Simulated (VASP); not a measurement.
Al5N:

```
CELL_PARAMETERS angstrom
3.05651 1.76467 2.63192
-3.05651 1.76467 2.63192
0.00000 -3.52935 2.63192
ATOMIC_POSITIONS crystal
Al 0.19377 0.86539 0.19377
Al 0.19377 0.19377 0.86539
Al 0.86539 0.19377 0.19377
Al 0.91975 0.91975 0.91975
Al 0.37145 0.37145 0.37145
N 0.68884 0.68884 0.68884
```

| Item | Value |
| --- | --- |
| Program | VASP 6.6.1 |
| Task | relaxation of cell and atoms |
| Functional | PBE |
| Potentials or basis | VASP PAW PBE potentials, release 64 (Al, N) |
| Cutoff | 600 eV |
| k mesh | 6 × 6 × 6 |
| Occupations | gaussian, width 0.1 eV |
| Spin | no spin polarisation |

At the start: pressure 87.0 GPa; volume 14.20 Å³/atom.

**Question.** Where does the relaxation end?

**Answer.** Over 78 steps the energy falls by 3908.5 meV/atom and the volume is 17.94 Å³/atom (+26.4 %); space group R3m (No. 160, to 0.05 Å).

The path:
```tsv
step	energy change (eV)	largest force (eV/Å)	pressure (GPa)	volume (Å³)
1	0.0000	38.1004	87.01	85.18
3	-10.8049	37.0961	58.99	85.39
5	-15.7265	5.2580	-3.93	206.76
7	-17.5287	3.9634	-2.87	133.74
9	-18.1997	4.3980	13.58	96.19
11	-18.3531	4.4550	7.23	102.65
13	-20.2343	2.1354	-3.80	116.94
15	-20.7895	0.4626	2.51	110.17
17	-20.7979	0.8712	1.66	110.75
19	-20.8227	0.4194	1.17	111.97
21	-20.8351	0.1487	-0.06	114.14
23	-20.8360	0.0960	0.06	114.23
25	-20.8375	0.1600	-0.13	114.67
27	-20.8387	0.1029	-0.21	114.78
29	-20.8416	0.1727	-0.56	115.25
31	-20.8448	0.1716	-0.54	115.13
33	-20.8635	0.2000	-0.37	114.54
35	-21.1379	0.9110	1.90	111.29
37	-21.4199	2.9375	9.90	103.83
39	-21.4593	2.7317	8.95	104.55
41	-21.4601	2.7586	9.02	104.52
43	-21.4596	2.8650	9.27	104.39
45	-21.4612	2.8118	9.14	104.46
47	-21.4675	2.8023	9.09	104.50
49	-21.4923	2.7656	8.92	104.65
51	-21.5873	2.6182	8.20	105.27
53	-21.9022	2.0472	5.69	107.69
55	-22.2561	1.4063	0.31	116.99
57	-22.3128	1.0801	0.66	115.23
59	-22.4167	0.8207	-0.78	116.70
61	-22.5414	0.7503	-0.30	115.46
63	-22.5685	1.3770	0.57	114.42
65	-22.6873	1.7664	0.45	113.94
67	-23.1790	1.0828	-1.40	111.69
69	-23.2536	0.8901	-1.23	109.66
71	-23.3553	0.5272	1.94	106.11
73	-23.4376	0.5786	-0.48	108.28
75	-23.4499	0.0629	-0.12	107.88
77	-23.4511	0.0402	0.07	107.58
78	-23.4511	0.0093	-0.01	107.66
```

Final structure:
```cif
data_structure
_symmetry_space_group_name_H-M 'P 1'
_symmetry_Int_Tables_number 1
_cell_length_a 5.2129
_cell_length_b 5.2129
_cell_length_c 5.2129
_cell_angle_alpha 63.381
_cell_angle_beta 63.381
_cell_angle_gamma 63.381
_cell_volume 107.66
loop_
_atom_site_label
_atom_site_type_symbol
_atom_site_fract_x
_atom_site_fract_y
_atom_site_fract_z
_atom_site_occupancy
Al1 Al 0.34234 0.84920 0.34234 1
Al2 Al 0.34234 0.34234 0.84920 1
Al3 Al 0.84920 0.34234 0.34234 1
Al4 Al 0.75227 0.75227 0.75227 1
Al5 Al 0.34756 0.34756 0.34756 1
N1 N 0.59927 0.59927 0.59927 1
```

Caveat: the volume moved by over 15 % at a fixed basis, so the end points are rough.
